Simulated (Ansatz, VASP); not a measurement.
# One calculation of MgO, two programs

Contents of INCAR:

```
SYSTEM = MgO
  ALGO = Normal
  EDIFF = 1E-7
  EDIFFG = -0.005
  ENCUT = 600
  GGA = PE
  IBRION = 2
  ISIF = 3
  ISMEAR = 0
  LASPH = .True.
  LCHARG = .False.
  LREAL = .False.
  LWAVE = .False.
  NELM = 60
  NSW = 80
  PREC = Accurate
  SIGMA = 0.01
```

File KPOINTS:

```
k-points
0
Gamma
  8 8 6
  0 0 0
```

File POSCAR:

```
MgO
1.0
    2.9783337624      0.0000000000      0.0000000000
    0.0000000000      2.9783337624      0.0000000000
    0.0000000000      0.0000000000      4.2120000000
Mg O
2 2
Direct
    0.0000000000      0.0000000000      0.0000000000
    0.5000000000      0.5000000000      0.5000000000
    0.5000000000      0.5000000000      0.0000000000
    0.0000000000      0.0000000000      0.5000000000
```

Input for Ansatz:

```yaml
crystal:
  lattice:
    - [2.9783337624, 0.0, 0.0]
    - [0.0, 2.9783337624, 0.0]
    - [0.0, 0.0, 4.212]
  atoms:
    - { symbol: Mg, position: [0.0, 0.0, 0.0] }
    - { symbol: O, position: [0.5, 0.5, 0.0] }
    - { symbol: Mg, position: [0.5, 0.5, 0.5] }
    - { symbol: O, position: [0.0, 0.0, 0.5] }
scf:
  occupations: { method: fixed }
output:
  forces: true
  stress: true
  eigenvalues: true
hamiltonian:
  xc: pbe
kpoints:
  mp_grid: { grid: [8, 8, 6] }
relax:
  f_tol: 0.005
  cell: { stress_tol: 0.05 }
```

Alike in both runs: task relaxation of cell and atoms; functional PBE; k mesh 8 × 8 × 6; no spin polarisation.

|  | VASP | Ansatz |
| --- | --- | --- |
| version | VASP 6.6.1 | Ansatz 0.2.0 |
| potentials or method | VASP PAW PBE potentials, release 64 (Mg, O) | scalar-relativistic, plane waves, PAW |
| plane-wave cutoff (eV) | 600 | 420 |
| occupations | gaussian, width 0.01 eV | fixed |
| valence electrons in the cell | 16 | 32 |

```tsv
	VASP	Ansatz	Ansatz less VASP
gap on the k mesh at the Fermi level, each at its own relaxed structure (eV)	4.50	4.46	-0.043
relaxed volume (Å³/atom)	9.56	9.62	+0.059
relaxed cell length with the largest relative difference (Å)	4.245	4.254	+0.0088
```

VASP's potentials hold 16 valence electrons a cell and Ansatz's 32, so a difference there can come from the potentials and not from the codes.
